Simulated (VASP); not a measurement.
# AlIn2N3 in VASP: single point with PBE

Aim: the single point of AlIn2N3 with PBE.

Everything below comes from runs of VASP 6.6.1. Logs are shortened: lines on timing, memory, paths and dates and some standing lists are left out, and cuts for length are marked.

### 1 The cell of the first run

The typed cell holds 12 atoms: a = 5.937 Å, b = 5.937 Å, c = 5.501 Å, α = 90.00°, β = 90.00°, γ = 59.84°.

### 2 Single point, PBE

Input file INCAR:

```
SYSTEM = AlIn2N3
PREC = Accurate
ENCUT = 520
EDIFF = 1E-6
ISMEAR = 0
SIGMA = 0.05
LREAL = .FALSE.
LASPH = .TRUE.
NELM = 100
ALGO = Normal
ISIF = 2
LWAVE = .FALSE.
LCHARG = .TRUE.
GGA = PE
LELF = .TRUE.
LVHAR = .TRUE.
NBANDS = 56
```

Input file KPOINTS:

```
Automatic mesh
0
G
  6 6 6
  0 0 0
```

Input file POSCAR:

```
AlIn2N3
1.0
    5.1454778780     -2.9611096396     -0.0000130981
    5.1455179551      2.9611792726     -0.0000430857
   -0.0000300295     -0.0000278481      5.5008860576
Al In N
2 4 6
Direct
    0.3411888669      0.6588122901      0.9892130670
    0.6588154863      0.3411764732      0.4892110257
    0.9884032063      0.3353814724      0.9872832185
    0.6646214829      0.0116140144      0.9872828119
    0.0115981677      0.6646152381      0.4872900543
    0.3353776021      0.9883936092      0.4873017456
    0.9691690574      0.3329830700      0.3853638911
    0.6670096684      0.0308247684      0.3853494621
    0.0308151003      0.6670334612      0.8853669953
    0.3330060343      0.9691656274      0.8853785746
    0.3682368811      0.6317605139      0.3374849116
    0.6317584463      0.3682394614      0.8374742427
```

Potentials or basis: VASP PAW PBE potentials, release 64 (Al, In_d, N).

Run with:

```bash
$ cat potpaw_PBE.64/Al/POTCAR potpaw_PBE.64/In_d/POTCAR potpaw_PBE.64/N/POTCAR > POTCAR
$ mpirun -np 1 vasp_std > vasp.out
```

OUTCAR:

```text
SYSTEM = AlIn2N3
   PREC = Accurate
   ENCUT = 520
   EDIFF = 1E-6
   ISMEAR = 0
   LREAL = .FALSE.
   LASPH = .TRUE.
   NELM = 100
   ISIF = 2
   GGA = PE

 ion  position               nearest neighbor table
   1  0.341  0.659  0.989-   9 1.91  10 1.91  12 1.91  11 1.92   4 3.32   3 3.32   2 3.33   2 3.33
                             6 3.36   5 3.36   6 3.37   5 3.37   4 3.47   3 3.47   3 3.48   4 3.48
   2  0.659  0.341  0.489-   7 1.91   8 1.91  11 1.91  12 1.92   5 3.32   6 3.32   1 3.33   1 3.33
                             4 3.36   3 3.36   4 3.37   3 3.37   6 3.47   5 3.47   6 3.48   5 3.48
   3  0.988  0.335  0.987-   9 2.18  10 2.18  12 2.19   7 2.19   1 3.32   4 3.33   2 3.36   2 3.37
                             5 3.42   5 3.42   6 3.43   6 3.43   4 3.47   4 3.47   1 3.47   1 3.48
   4  0.665  0.012  0.987-  10 2.18   9 2.18  12 2.19   8 2.19   1 3.32   3 3.33   2 3.36   2 3.37
                             6 3.42   6 3.42   5 3.43   5 3.43   3 3.47   3 3.47   1 3.47   1 3.48
   5  0.012  0.665  0.487-   7 2.18   8 2.18  11 2.19   9 2.19   2 3.32   6 3.33   1 3.36   1 3.37
                             3 3.42   3 3.42   4 3.43   4 3.43   6 3.47   6 3.47   2 3.47   2 3.48
   6  0.335  0.988  0.487-   8 2.18   7 2.18  11 2.19  10 2.19   2 3.32   5 3.33   1 3.36   1 3.37
                             4 3.42   4 3.42   3 3.43   3 3.43   5 3.47   5 3.47   2 3.47   2 3.48
   7  0.969  0.333  0.385-   2 1.91   5 2.18   6 2.18   3 2.19
   8  0.667  0.031  0.385-   2 1.91   6 2.18   5 2.18   4 2.19
   9  0.031  0.667  0.885-   1 1.91   3 2.18   4 2.18   5 2.19
  10  0.333  0.969  0.885-   1 1.91   4 2.18   3 2.18   6 2.19
  11  0.368  0.632  0.337-   2 1.91   1 1.92   6 2.19   5 2.19
  12  0.632  0.368  0.837-   1 1.91   2 1.92   4 2.19   3 2.19

  LATTYP: Found a simple monoclinic cell.
 ALAT       =     5.9222889124
 B/A-ratio  =     0.9288445969
 C/A-ratio  =     1.0024291835
 COS(beta)  =    -0.4987766216

  Lattice vectors:

 A1 = (  -0.0000400771,  -5.9222889122,   0.0000299876)
 A2 = (  -0.0000300295,  -0.0000278481,   5.5008860576)
 A3 = (  -5.1454778780,   2.9611096396,   0.0000130981)

Analysis of symmetry for initial positions (statically):
=====================================================================
 Subroutine PRICEL returns:
 Original cell was already a primitive cell.

 Routine SETGRP: Setting up the symmetry group for a
 simple monoclinic supercell.

 Subroutine GETGRP returns: Found  1 space group operations
 (whereof  1 operations were pure point group operations)
 out of a pool of  4 trial point group operations.

The static configuration has the point symmetry C_1 .

Analysis of symmetry for dynamics (positions and initial velocities):
=====================================================================
 Subroutine PRICEL returns:
 Original cell was already a primitive cell.

 Routine SETGRP: Setting up the symmetry group for a
 simple monoclinic supercell.

 Subroutine GETGRP returns: Found  1 space group operations
 (whereof  1 operations were pure point group operations)
 out of a pool of  4 trial point group operations.

The dynamic configuration has the point symmetry C_1 .

 Subroutine INISYM returns: Found  1 space group operations
 (whereof  1 operations are pure point group operations),
 and found     1 'primitive' translations

----------------------------------------------------------------------------------------

                                     Primitive cell

  volume of cell :     167.6292

  direct lattice vectors                    reciprocal lattice vectors
     5.145477878 -2.961109640 -0.000013098     0.097173468 -0.168854291 -0.000000324
     5.145517955  2.961179273 -0.000043086     0.097171183  0.168852976  0.000001385
    -0.000030030 -0.000027848  5.500886058     0.000000992  0.000000920  0.181788895

  length of vectors
     5.936675239  5.936744707  5.500886058     0.194819030  0.194816750  0.181788895

  position of ions in fractional coordinates (direct lattice)
     0.341188867  0.658812290  0.989213067
     0.658815486  0.341176473  0.489211026
     0.988403206  0.335381472  0.987283218
     0.664621483  0.011614014  0.987282812
     0.011598168  0.664615238  0.487290054
     0.335377602  0.988393609  0.487301746
     0.969169057  0.332983070  0.385363891
     0.667009668  0.030824768  0.385349462
     0.030815100  0.667033461  0.885366995
     0.333006034  0.969165627  0.885378575
     0.368236881  0.631760514  0.337484912
     0.631758446  0.368239461  0.837474243

  ion indices of the primitive-cell ions
   primitive index   ion index
                 1           1
                 2           2
                 3           3
                 4           4
                 5           5
                 6           6
                 7           7
                 8           8
                 9           9
                10          10
                11          11
                12          12

----------------------------------------------------------------------------------------

 KPOINTS: Automatic mesh

Automatic generation of k-mesh.
 Grid dimensions read from file:
 generate k-points for:    6    6    6

 Generating k-lattice:

  Cartesian coordinates                     Fractional coordinates (reciprocal lattice)
     0.016195578 -0.028142382 -0.000000054     0.166666667  0.000000000  0.000000000
     0.016195197  0.028142163  0.000000231    -0.000000000  0.166666667  0.000000000
     0.000000165  0.000000153  0.030298149     0.000000000  0.000000000  0.166666667

  Length of vectors
     0.032469838  0.032469458  0.030298149

  Shift w.r.t. Gamma in fractional coordinates (k-lattice)
     0.000000000  0.000000000  0.000000000

 Subroutine IBZKPT returns following result:
 ===========================================

 Found    112 irreducible k-points:

 Following reciprocal coordinates:
            Coordinates               Weight
  0.000000  0.000000  0.000000      1.000000
  0.166667  0.000000  0.000000      2.000000
  0.333333  0.000000  0.000000      2.000000
  0.500000  0.000000  0.000000      1.000000
 -0.000000  0.166667  0.000000      2.000000
  0.166667  0.166667  0.000000      2.000000
[... 16 lines left out ...]
 -0.166667 -0.000000  0.166667      2.000000
  0.333333 -0.000000  0.166667      2.000000
 [... further k-points ...]
   k-points           NKPTS =    112   k-points in BZ     NKDIM =    112   number of bands    NBANDS=     56
   number of dos      NEDOS =    301   number of ions     NIONS =     12
   total plane-waves  NPLWV =  96768
   dimension x,y,z NGX =    48 NGY =   48 NGZ =   42
   dimension x,y,z NGXF=    96 NGYF=   96 NGZF=   84
   ions per type =               2   4   6
   NGX,Y,Z   is equivalent  to a cutoff of  13.44, 13.44, 12.69 a.u.
   NGXF,Y,Z  is equivalent  to a cutoff of  26.88, 26.88, 25.39 a.u.
 SYSTEM =  AlIn2N3
   PREC   = accura    normal or accurate (medium, high low for compatibility)
   ISTART =      0    job   : 0-new  1-cont  2-samecut
   ICHARG =      2    charge: 1-file 2-atom 10-const
   ISPIN  =      1    spin polarized calculation?
   LNONCOLLINEAR =      F non collinear calculations
   LSORBIT =      F    spin-orbit coupling
   LASPH  =      T    aspherical Exc in radial PAW
   ENCUT  =  520.0 eV  38.22 Ry    6.18 a.u.  11.04 11.04 10.23*2*pi/ulx,y,z
   NELM   =    100;   NELMIN=  2; NELMDL= -5     # of ELM steps
   EDIFF  = 0.1E-05   stopping-criterion for ELM
   LREAL  =      F    real-space projection
   EDIFFG = 0.1E-04   stopping-criterion for IOM
   NSW    =      0    number of steps for IOM
   IBRION =     -1    ionic relax: 0-MD 1-quasi-New 2-CG
   NFREE  =      0    steps in history (QN), initial steepest desc. (CG)
   ISIF   =      2    stress and relaxation
   ISYM   =      2    0-nonsym 1-usesym 2-fastsym
   POTIM  = 0.5000    time-step for ionic-motion
   TEBEG  =    0.0;   TEEND  =   0.0 temperature during run
   PSTRESS=    0.0 pullay stress
   NELECT =      88.0000    total number of electrons
   NUPDOWN=      -1.0000    fix difference up-down
   EMIN   =  10.00;   EMAX   =-10.00  energy-range for DOS
   EFERMI =   0.00;   METHOD = LEGACY
   ISMEAR =     0;   SIGMA  =   0.05  broadening in eV -4-tet -1-fermi 0-gaus
   EFERMI_NEDOS =   21; number of points for ismear=-14 and -15
   IALGO  =     38    algorithm
   IMIX   =      4    mixing-type and parameters
     AMIX     =   0.40;   BMIX     =  1.00
     AMIX_MAG =   1.60;   BMIX_MAG =  1.00
  volume/ion in A,a.u.               =      13.97        94.27
  Fermi-wavevector in a.u.,A,eV,Ry     =   1.320644  2.495656 23.729937  1.744101
  Thomas-Fermi vector in A             =   2.450455
   LORBIT       =      0    0 simple, 1 ext, 2 COOP (PROOUT), +10 PAW based schemes
   GGA     = PE    functional components
   LHFCALC =     F    Hartree Fock is set to
   AEXX    =    0.0000 exact exchange contribution
   IVDW    =     0    specifies the selected vdW correction
   LEPSILON=     F    determine dielectric tensor
   LRPA    =     F    only Hartree local field effects (RPA)
 non-spin polarized calculation
 Gauss-broadening in eV      SIGMA  =   0.05
  energy-cutoff  :      520.00
  volume of cell :      167.63
 maximum number of plane-waves:      4547
 NGX is ok and might be reduce to    48
   NGX = 23   NGY = 23   NGZ = 21

 number of electron      88.0000022 magnetization

 Free energy of the ion-electron system (eV)
  ---------------------------------------------------
  ext. energy  EPLUGINS =         0.00000000
  ---------------------------------------------------
  free energy    TOTEN  =       -72.41269951 eV

  energy without entropy =      -72.41269951  energy(sigma->0) =      -72.41269951

 E-fermi :   6.3961     XC(G=0): -10.7387

 val. band max:        6.1291243244   @ k =   0.0000   0.0000   0.0000
 cond. band min:       7.0102601007   @ k =   0.0000   0.0000   0.0000
 fundamental gap:      0.8811357764
 Fermi energy:         6.3961260816

 k-point     1 :       0.0000    0.0000    0.0000
  band No.  band energies     occupation
      1      -8.3522      2.00000
      2      -8.3032      2.00000
      3      -8.1193      2.00000
      4      -8.1116      2.00000
      5      -7.9492      2.00000
      6      -7.7842      2.00000
[... 48 lines left out ...]
     55      14.5806      0.00000
     56      15.2905      0.00000

 k-point     2 :       0.1667    0.0000    0.0000
  band No.  band energies     occupation
      1      -8.3777      2.00000
      2      -8.2492      2.00000
      3      -8.1283      2.00000
      4      -8.0734      2.00000
      5      -7.9617      2.00000
      6      -7.7709      2.00000
[... 48 lines left out ...]
     55      14.5701      0.00000
     56      15.1084      0.00000

 k-point     3 :       0.3333    0.0000    0.0000
  band No.  band energies     occupation
      1      -8.4007      2.00000
      2      -8.2004      2.00000
      3      -8.1073      2.00000
      4      -8.0117      2.00000
      5      -7.9759      2.00000
      6      -7.7412      2.00000
[... 1172 lines left out ...]
 k-point    23 :      -0.1667   -0.0000    0.1667
  band No.  band energies     occupation
      1      -8.3495      2.00000
      2      -8.2328      2.00000
      3      -8.1081      2.00000
      4      -8.0575      2.00000
      5      -7.9406      2.00000
      6      -7.7744      2.00000
[... 48 lines left out ...]
     55      14.3383      0.00000
     56      14.6259      0.00000

 k-point    24 :       0.3333   -0.0000    0.1667
  band No.  band energies     occupation
      1      -8.3740      2.00000
      2      -8.1887      2.00000
      3      -8.0940      2.00000
      4      -7.9988      2.00000
      5      -7.9503      2.00000
      6      -7.7409      2.00000
[... 48 lines left out ...]
     55      14.1579      0.00000
     56      14.5128      0.00000

 [... further k-points ...]

------------------------ aborting loop because EDIFF is reached ----------------------------------------

  FORCE on cell =-STRESS in cart. coord.  units (eV):
  Direction    XX          YY          ZZ          XY          YZ          ZX
  --------------------------------------------------------------------------------------
  -------------------------------------------------------------------------------------
  Total        0.0604568      0.0813716      0.0397197     -0.0012368      0.0011670      0.0007844
  in kB        0.5778379      0.7777389      0.3796352     -0.0118211      0.0111541      0.0074970
  external PRESSURE =       0.5784040 kB  Pullay stress =       0.0000000 kB

 VOLUME and BASIS-vectors are now :
 -----------------------------------------------------------------------------
  energy-cutoff  :      520.00
  volume of cell :      167.63
      direct lattice vectors                 reciprocal lattice vectors
     5.145477878 -2.961109640 -0.000013098     0.097173468 -0.168854291 -0.000000324
     5.145517955  2.961179273 -0.000043086     0.097171183  0.168852976  0.000001385
    -0.000030030 -0.000027848  5.500886058     0.000000992  0.000000920  0.181788895

 POSITION                                       TOTAL-FORCE (eV/Angst)
 -----------------------------------------------------------------------------------
      5.14548      0.94054      5.44152         0.000131      0.002879     -0.002014
      5.14544     -0.94055      2.69107        -0.000034     -0.001997     -0.002787
      6.81149     -1.93367      5.43091         0.000939      0.000068     -0.001851
      3.47953     -1.93365      5.43092        -0.000976     -0.000120     -0.001675
      3.47945      1.93369      2.68050        -0.000635      0.000312     -0.002462
      6.81146      1.93371      2.68054         0.001023     -0.000044     -0.002805
      6.70020     -1.88380      2.11982        -0.028616      0.016592      0.012339
      3.59068     -1.88382      2.11975         0.028913      0.016878      0.013374
      3.59076      1.88393      4.87027         0.028605     -0.018136      0.012197
      6.70031      1.88378      4.87032        -0.029561     -0.016092      0.011869
      5.14548      0.78036      1.85643        -0.000160     -0.028209     -0.018311
      5.14546     -0.78031      4.60683         0.000371      0.027870     -0.017874
 -----------------------------------------------------------------------------------
    total drift:                                0.000000     -0.000010      0.002417

  FREE ENERGIE OF THE ION-ELECTRON SYSTEM (eV)
  ---------------------------------------------------
  free  energy   TOTEN  =       -72.4126995088 eV

  energy  without entropy=      -72.4126995088  energy(sigma->0) =      -72.41269951
```

Run time: 39 min. Hardware: 1 thread of Oxide Virtual Turin-like, shared host; peak memory 0.81 GiB.

Results:

```yaml
Free_energy: -72.4127 eV
Pressure: 0.1 GPa
Largest_force: 0.036 eV/Å
Band_gap_on_the_k_mesh: 0.88 eV
```

Forces on the atoms (eV/Å):
```
Al   0.000  0.003 -0.002
Al   0.000 -0.002 -0.003
In   0.001  0.000 -0.002
In  -0.001  0.000 -0.002
In  -0.001  0.000 -0.002
In   0.001  0.000 -0.003
N   -0.029  0.017  0.012
N    0.029  0.017  0.013
N    0.029 -0.018  0.012
N   -0.030 -0.016  0.012
N    0.000 -0.028 -0.018
N    0.000  0.028 -0.018
```

Levels at points of the mesh, in eV from the valence-band top:
| k point | band 42 | band 43 | band 44 | band 45 | band 46 | band 47 |
| --- | --- | --- | --- | --- | --- | --- |
| (0.00, 0.00, 0.00) | -0.05 | -0.01 | 0.00 | 0.88 | 3.43 | 4.97 |
| (0.50, 0.00, 0.00) | -0.64 | -0.60 | -0.41 | 3.53 | 3.58 | 4.64 |
| (0.00, 0.50, 0.00) | -0.64 | -0.60 | -0.41 | 3.53 | 3.58 | 4.64 |
| (0.50, 0.50, 0.00) | -0.72 | -0.48 | -0.37 | 3.52 | 3.62 | 4.22 |
| (0.00, 0.00, 0.50) | -0.32 | -0.23 | -0.23 | 3.15 | 3.15 | 5.85 |
| (0.50, 0.00, 0.50) | -0.96 | -0.88 | -0.88 | 3.91 | 3.91 | 4.44 |
| (0.00, 0.50, 0.50) | -0.96 | -0.88 | -0.88 | 3.91 | 3.91 | 4.44 |
| (0.50, 0.50, 0.50) | -1.00 | -0.71 | -0.71 | 4.00 | 4.00 | 4.45 |

Caveat: spin-orbit coupling is left out, which moves the levels of the heavy elements.
